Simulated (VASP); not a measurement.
A run of VASP 6.6.1 is set up as follows.

The input INCAR:

```
ALGO = Normal ; EDIFF = 1E-6
ENCUT = 520 ; GGA = PS
ISIF = 2 ; ISMEAR = -1
LASPH = True ; LCHARG = False
LREAL = False ; LWAVE = False
NBANDS = 12 ; NELM = 80
PREC = Accurate ; SIGMA = 0.05
```

The input KPOINTS:

```
k-points
0
Gamma
  11 11 11
```

POSCAR

```
Ag
1.0
    0.0000000000      2.0268050000      2.0268050000
    2.0268050000      0.0000000000      2.0268050000
    2.0268050000      2.0268050000      0.0000000000
Ag
1
Direct
    0.0000000000      0.0000000000      0.0000000000
```

Potentials or basis: VASP PAW PBE potentials, release 64 (Ag).

The run is started by

```console
$ cat potpaw_PBE.64/Ag/POTCAR > POTCAR
$ mpirun -np 1 vasp_std > vasp.out
```

**Question.** Estimate the pressure.

**Answer.** -0.5 GPa.

Caveat: the PAW data sets were made with another functional, which shifts forces and pressure a little.
